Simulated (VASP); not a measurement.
# Ta2H3 (R-3c) in VASP: further runs, part 2 of 2

VASP 6.6.1.

**3. Single point, PBE**

This run uses another cell than the first one, of 8.75 Å³/atom.

INCAR

```
PREC = Accurate
ENCUT = 520
EDIFF = 1E-6
ISMEAR = 0
SIGMA = 0.1
LREAL = F
LASPH = T
NELM = 60
ALGO = Normal
ISIF = 2
LWAVE = F
LCHARG = T
GGA = PE
LELF = T
LVHAR = T
NBANDS = 36
```

KPOINTS

```
Automatic mesh
0
Gamma
  6 6 6
```

POSCAR

```
Ta2H3
1.0
    2.5057576173      1.4466998349      4.0228493441
   -2.5057576173      1.4466998349      4.0228493441
    0.0000000000     -2.8933996698      4.0228493441
Ta H
4 6
Direct
    0.8747906211      0.8747906211      0.8747906211
    0.6252093789      0.6252093789      0.6252093789
    0.1252093789      0.1252093789      0.1252093789
    0.3747906211      0.3747906211      0.3747906211
    0.0055511452      0.4944488548      0.7500000000
    0.7500000000      0.0055511452      0.4944488548
    0.4944488548      0.7500000000      0.0055511452
    0.9944488548      0.5055511452      0.2500000000
    0.2500000000      0.9944488548      0.5055511452
    0.5055511452      0.2500000000      0.9944488548
```

Potentials or basis: VASP PAW PBE potentials, release 64 (Ta_pv, H).

On the command line:

```bash
> cat potpaw_PBE.64/Ta_pv/POTCAR potpaw_PBE.64/H/POTCAR > POTCAR
> mpirun -np 1 vasp_std > vasp.out
```

OUTCAR:

```text
PREC = Accurate
   ENCUT = 520
   EDIFF = 1E-6
   ISMEAR = 0
   LREAL = F
   LASPH = T
   NELM = 60
   ISIF = 2
   GGA = PE

 ion  position               nearest neighbor table
   1  0.875  0.875  0.875-  10 1.96   8 1.96   9 1.96   5 1.98   6 1.98   7 1.98   2 3.01   3 3.02
                             3 3.06   3 3.06   3 3.06   2 3.06   2 3.06   2 3.06   4 3.52   4 3.52
   2  0.625  0.625  0.625-   9 1.96   8 1.96  10 1.96   5 1.98   7 1.98   6 1.98   1 3.01   4 3.02
                             4 3.06   4 3.06   4 3.06   1 3.06   1 3.06   1 3.06   3 3.52   3 3.52
   3  0.125  0.125  0.125-   7 1.96   5 1.96   6 1.96   8 1.98   9 1.98  10 1.98   4 3.01   1 3.02
                             1 3.06   1 3.06   1 3.06   4 3.06   4 3.06   4 3.06   2 3.52   2 3.52
   4  0.375  0.375  0.375-   6 1.96   5 1.96   7 1.96   8 1.98  10 1.98   9 1.98   3 3.01   2 3.02
                             2 3.06   2 3.06   2 3.06   3 3.06   3 3.06   3 3.06   1 3.52   1 3.52
   5  0.006  0.494  0.750-   3 1.96   4 1.96   1 1.98   2 1.98
   6  0.750  0.006  0.494-   4 1.96   3 1.96   1 1.98   2 1.98
   7  0.494  0.750  0.006-   3 1.96   4 1.96   2 1.98   1 1.98
   8  0.994  0.506  0.250-   1 1.96   2 1.96   3 1.98   4 1.98
   9  0.250  0.994  0.506-   2 1.96   1 1.96   3 1.98   4 1.98
  10  0.506  0.250  0.994-   1 1.96   2 1.96   4 1.98   3 1.98

  LATTYP: Found a trigonal (rhomboedric) cell.
 ALAT       =     4.9553081130
[... 212 lines left out ...]
      3     -28.9435      2.00000
      4     -28.8442      2.00000
      5     -28.8348      2.00000
      6     -28.8348      2.00000
[... 925 lines left out ...]
     35      10.2418      0.00000
     36      10.3129      0.00000

 [... further k-points ...]
[... 5 lines left out ...]
  --------------------------------------------------------------------------------------
  -------------------------------------------------------------------------------------
  Total        0.1532348      0.1532348     -0.0951776      0.0000000     -0.0000000      0.0000000
  in kB        2.8058568      2.8058568     -1.7427809      0.0000000     -0.0000000      0.0000000
  external PRESSURE =       1.2896442 kB  Pullay stress =       0.0000000 kB

 VOLUME and BASIS-vectors are now :
 -----------------------------------------------------------------------------
  energy-cutoff  :      520.00
  volume of cell :       87.50
      direct lattice vectors                 reciprocal lattice vectors
     2.505757617  1.446699835  4.022849344     0.199540449  0.115204732  0.082860009
    -2.505757617  1.446699835  4.022849344    -0.199540449  0.115204732  0.082860009
     0.000000000 -2.893399670  4.022849344     0.000000000 -0.230409464  0.082860009

 POSITION                                       TOTAL-FORCE (eV/Angst)
 -----------------------------------------------------------------------------------
      0.00000      0.00000     10.55745         0.000000     -0.000000      0.034017
      0.00000      0.00000      7.54537         0.000000     -0.000000     -0.034017
      0.00000      0.00000      1.51110         0.000000     -0.000000     -0.034017
      0.00000      0.00000      4.52318         0.000000     -0.000000      0.034017
     -1.22506     -1.44670      5.02856         0.015683     -0.000000      0.000000
      1.86541     -0.33758      5.02856        -0.007842      0.013582     -0.000000
     -0.64035      1.78428      5.02856        -0.007842     -0.013582     -0.000000
      1.22506      1.44670      7.03999        -0.015683     -0.000000     -0.000000
     -1.86541      0.33758      7.03999         0.007842     -0.013582     -0.000000
      0.64035     -1.78428      7.03999         0.007842      0.013582     -0.000000
 -----------------------------------------------------------------------------------
    total drift:                               -0.000000     -0.000000      0.000000

  FREE ENERGIE OF THE ION-ELECTRON SYSTEM (eV)
  ---------------------------------------------------
  free  energy   TOTEN  =       -68.0089945534 eV

  energy  without entropy=      -67.9920960350  energy(sigma->0) =      -68.00054529
```

It took 52 s on 1 thread of Intel Xeon 6975P-C (Granite Rapids), shared host; peak memory 0.28 GiB.

What came out:

| Quantity | Value |
| --- | --- |
| Free energy | -68.0090 eV |
| Pressure | 0.1 GPa |
| Largest force | 0.034 eV/Å |
| Band gap on the k mesh | zero (bands 25 and 26 overlap by 1.99 eV) |

Forces in eV/Å, atoms in the order of the input:
```
Ta   0.000  0.000  0.034
Ta   0.000  0.000 -0.034
Ta   0.000  0.000 -0.034
Ta   0.000  0.000  0.034
H    0.016  0.000  0.000
H   -0.008  0.014  0.000
H   -0.008 -0.014  0.000
H   -0.016  0.000  0.000
H    0.008 -0.014  0.000
H    0.008  0.014  0.000
```

Caveat: spin-orbit coupling is left out, which moves the levels of the heavy elements.

**4. Relaxation of cell and atoms, PBE**

INCAR

```
SYSTEM = Ta2H3
ALGO = Normal
EDIFF = 1E-6
EDIFFG = -0.04
ENCUT = 600
GGA = PE
IBRION = 2
ISIF = 3
ISMEAR = 0
LASPH = .TRUE.
LCHARG = .FALSE.
LREAL = .FALSE.
LWAVE = .FALSE.
NELM = 80
NSW = 90
PREC = Accurate
SIGMA = 0.1
```

KPOINTS

```
k-points
0
G
  6 6 6
  0 0 0
```

POSCAR

```
Ta2H3
1.0
    2.5536174078      1.4743316978      4.6479671605
   -2.5536174078      1.4743316978      4.6479671605
    0.0000000000     -2.9486633957      4.6479671605
Ta H
4 6
Direct
    0.8521800000      0.8521800000      0.8521800000
    0.6478200000      0.6478200000      0.6478200000
    0.1478200000      0.1478200000      0.1478200000
    0.3521800000      0.3521800000      0.3521800000
    0.0562500000      0.4437500000      0.7500000000
    0.7500000000      0.0562500000      0.4437500000
    0.4437500000      0.7500000000      0.0562500000
    0.9437500000      0.5562500000      0.2500000000
    0.2500000000      0.9437500000      0.5562500000
    0.5562500000      0.2500000000      0.9437500000
```

On the command line:

```bash
> cat potpaw_PBE.64/Ta_pv/POTCAR potpaw_PBE.64/H/POTCAR > POTCAR
> mpirun -np 1 vasp_std > vasp.out
```

Wall time 16 min (1 thread of Intel Xeon 6975P-C (Granite Rapids), shared host); peak memory 0.41 GiB.

It converged, with:

| Property | Result |
| --- | --- |
| Free energy | -68.0183 eV |
| Relaxed volume | 8.74 Å³/atom |
| Relaxed cell | a = 4.955 Å, b = 4.955 Å, c = 4.955 Å, α = 60.73°, β = 60.73°, γ = 60.73° |
| Space group after relaxing (to 0.1 Å) | R-3c (No. 167) |
| Energy gained by relaxing | 184.6 meV/atom |
| Ionic steps | 20 |
| Pressure after relaxing | 0.4 GPa |
| Largest force after relaxing | 0.028 eV/Å |
| Band gap on the k mesh | zero (bands 25 and 26 overlap by 1.99 eV) |

Forces in eV/Å, atoms in the order of the input:
```
Ta   0.000  0.000  0.028
Ta   0.000  0.000 -0.028
Ta   0.000  0.000 -0.028
Ta   0.000  0.000  0.028
H    0.003  0.000  0.000
H   -0.001  0.002  0.000
H   -0.001 -0.002  0.000
H   -0.003  0.000  0.000
H    0.001 -0.002  0.000
H    0.001  0.002  0.000
```

Stress tensor (GPa, compression positive):
```
 0.60  0.00  0.00
 0.00  0.60  0.00
 0.00  0.00 -0.03
```

Step by step:
```csv
step,energy change (eV),largest force (eV/Å),pressure (GPa),volume (Å³)
1,0.0000,0.4138,-14.20,104.99
2,-0.4427,1.5027,8.27,91.46
3,-0.5440,0.8210,0.28,95.18
4,-0.7241,0.8025,0.53,93.79
5,-1.2443,0.6282,2.57,89.62
6,-1.2242,1.0112,18.41,81.16
7,-1.4760,0.7503,5.78,86.96
8,-1.5862,0.3892,10.33,84.07
9,-1.6971,0.3153,6.04,85.33
10,-1.7105,0.2965,4.46,85.88
11,-1.7540,0.2621,2.28,86.79
12,-1.7780,0.2251,-2.61,89.10
13,-1.7820,0.2351,-1.47,88.52
14,-1.7947,0.2164,-0.89,88.26
15,-1.8170,0.1663,0.95,87.47
16,-1.8192,0.2113,1.81,87.11
17,-1.8305,0.1798,0.85,87.48
18,-1.8385,0.1289,-0.81,88.13
19,-1.8431,0.0954,-0.38,87.87
20,-1.8463,0.0278,0.39,87.45
```

Final structure:
```xyz
10
Lattice="2.5048 1.4461 4.0236 -2.5048 1.4461 4.0236 0.0000 -2.8923 4.0236" Properties=species:S:1:pos:R:3 pbc="T T T"
Ta    0.0000    0.0000   10.5593
Ta    0.0000    0.0000    7.5470
Ta    0.0000    0.0000    1.5116
Ta    0.0000    0.0000    4.5239
H    -1.2226   -1.4461    5.0295
H     1.8637   -0.3357    5.0295
H    -0.6411    1.7819    5.0295
H     1.2226    1.4461    7.0413
H    -1.8637    0.3357    7.0413
H     0.6411   -1.7819    7.0413
```

Levels at points of the mesh, in eV from the Fermi level:
| k point | band 21 | band 22 | band 23 | band 24 | band 25 | band 26 | band 27 | band 28 | band 29 | band 30 |
| --- | --- | --- | --- | --- | --- | --- | --- | --- | --- | --- |
| (0.00, 0.00, 0.00) | -2.59 | -1.14 | -0.97 | -0.97 | 1.18 | 1.18 | 2.45 | 2.45 | 2.47 | 2.47 |
| (0.50, 0.00, 0.00) | -2.70 | -2.70 | -2.49 | -2.49 | 1.25 | 1.25 | 1.55 | 1.55 | 1.57 | 1.57 |
| (0.50, 0.50, 0.00) | -2.72 | -2.53 | -1.19 | -1.09 | -0.93 | -0.75 | 0.99 | 1.10 | 1.27 | 1.47 |
| (0.50, 0.50, 0.50) | -2.55 | -2.55 | -2.55 | -2.55 | 1.13 | 1.13 | 1.13 | 1.13 | 1.91 | 1.91 |

Caveat: the volume moved by over 15 % at a fixed basis, so the end points are rough; spin-orbit coupling is left out, which moves the levels of the heavy elements.

**5. Single point, PBE**

This run uses another cell than the first one, of 8.74 Å³/atom.

INCAR

```
PREC = Accurate
ENCUT = 520
EDIFF = 1E-6
ISMEAR = 0
SIGMA = 0.1
LREAL = False
LASPH = True
NELM = 80
ALGO = Normal
ISIF = 2
LWAVE = False
LCHARG = False
GGA = PE
NBANDS = 36
```

KPOINTS

```
Automatic mesh
0
Gamma
  12 12 12
```

POSCAR

```
Ta2H3
1.0
    2.5056084032      1.4466136861      4.0182916518
   -2.5056084032      1.4466136861      4.0182916518
    0.0000000000     -2.8932273722      4.0182916518
Ta H
4 6
Direct
    0.8751029412      0.8751029412      0.8751029412
    0.6248970588      0.6248970588      0.6248970588
    0.1248970588      0.1248970588      0.1248970588
    0.3751029412      0.3751029412      0.3751029412
    0.0059359526      0.4940640474      0.7500000000
    0.7500000000      0.0059359526      0.4940640474
    0.4940640474      0.7500000000      0.0059359526
    0.9940640474      0.5059359526      0.2500000000
    0.2500000000      0.9940640474      0.5059359526
    0.5059359526      0.2500000000      0.9940640474
```

On the command line:

```bash
> cat potpaw_PBE.64/Ta_pv/POTCAR potpaw_PBE.64/H/POTCAR > POTCAR
> mpirun -np 1 vasp_std > vasp.out
```

It took 4.7 min on 1 thread of Intel Xeon 6975P-C (Granite Rapids), shared host; peak memory 0.56 GiB.

The run converged. Its results:

| Property | Result |
| --- | --- |
| Free energy | -68.0356 eV |
| Pressure | 0.2 GPa |
| Largest force | 0.014 eV/Å |
| Band gap on the k mesh | zero (bands 25 and 26 overlap by 2.04 eV) |

Forces in eV/Å, atoms in the order of the input:
```
Ta   0.000  0.000  0.014
Ta   0.000  0.000 -0.014
Ta   0.000  0.000 -0.014
Ta   0.000  0.000  0.014
H    0.003  0.000  0.000
H   -0.001  0.002  0.000
H   -0.001 -0.002  0.000
H   -0.003  0.000  0.000
H    0.001 -0.002  0.000
H    0.001  0.002  0.000
```

Levels at points of the mesh, in eV from the Fermi level:
```tsv
k point	band 21	band 22	band 23	band 24	band 25	band 26	band 27	band 28	band 29	band 30
(0.00, 0.00, 0.00)	-2.55	-1.14	-0.95	-0.95	1.21	1.21	2.47	2.47	2.49	2.49
(0.50, 0.00, 0.00)	-2.69	-2.69	-2.48	-2.48	1.26	1.26	1.57	1.57	1.59	1.59
(0.50, 0.50, 0.00)	-2.70	-2.51	-1.20	-1.07	-0.91	-0.74	1.02	1.10	1.28	1.50
(0.50, 0.50, 0.50)	-2.54	-2.54	-2.54	-2.54	1.17	1.17	1.17	1.17	1.91	1.91
```

Caveat: spin-orbit coupling is left out, which moves the levels of the heavy elements.

**6. Summary**

| task | cell | k mesh | cutoff (eV) | gap on the mesh (eV) | pressure (GPa) | largest force (eV/Å) |
| --- | --- | --- | --- | --- | --- | --- |
| single point | a = 5.504 Å, angles 55.3°, 10 atoms, atomic positions A | 6 × 6 × 6 | 520 | none | -14.3 | 0.41 |
| single point | a = 4.955 Å, angles 60.8°, 10 atoms, atomic positions B | 6 × 6 × 6 | 520 | none | 0.1 | 0.03 |
| relaxation of cell and atoms | relaxed from a = 5.504 Å, angles 55.3°, 10 atoms, atomic positions A | 6 × 6 × 6 | 600 | none | 0.4 | 0.03 |
| single point | a = 4.952 Å, angles 60.8°, 10 atoms, atomic positions B | 12 × 12 × 12 | 520 | none | 0.2 | 0.01 |

Alike in all rows: level PBE; potentials or basis VASP PAW PBE potentials, release 64 (Ta_pv, H); no spin polarisation; smearing gaussian 0.1 eV.

Caveats: spin-orbit coupling is left out, which moves the levels of the heavy elements; the cell stands under tension (at least some runs); the volume moved by over 15 % at a fixed basis, so the end points are rough (at least some runs).

Absolute energies hang on the potentials; compare differences alone.
